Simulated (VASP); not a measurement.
The system is Fe.

```xyz
1
Lattice="-1.4430 1.4430 1.4430 1.4430 -1.4430 1.4430 1.4430 1.4430 -1.4430" Properties=species:S:1:pos:R:3 pbc="T T T"
Fe    0.0000    0.0000    0.0000
```

| Item | Value |
| --- | --- |
| Program | VASP 6.6.1 |
| Task | relaxation of cell and atoms |
| Functional | BLYP |
| Dispersion | D3(BJ) |
| Potentials or basis | VASP PAW PBE potentials, release 64 (Fe) |
| Cutoff | 600 eV |
| k mesh | 13 × 13 × 13 |
| Occupations | fermi-dirac, width 0.05 eV |
| Spin | collinear spin, ferromagnetic start |
| Starting moments | [3.0] μB |

At the start: pressure -13.1 GPa; volume 12.02 Å³/atom.

Q: Where does the relaxation end?

A: Over 3 steps the energy falls by 42.6 meV/atom and the volume is 11.09 Å³/atom (-7.7 %); space group Im-3m (No. 229, to 0.05 Å); moment 2.08 μB per cell.

The path:
```
step  energy change (eV)  largest force (eV/Å)  pressure (GPa)  volume (Å³)
   1              0.0000                0.0000          -13.08        12.02
   2             -0.0093                0.0000           16.29        10.39
   3             -0.0426                0.0000           -0.02        11.09
```

Final structure:
```
CELL_PARAMETERS angstrom
-1.40497 1.40497 1.40497
1.40497 -1.40497 1.40497
1.40497 1.40497 -1.40497
ATOMIC_POSITIONS crystal
Fe 0.00000 0.00000 0.00000
```

Caveat: the PAW data sets were made with another functional, which shifts forces and pressure a little; pairwise dispersion overbinds metals, which lowers pressure and volume.
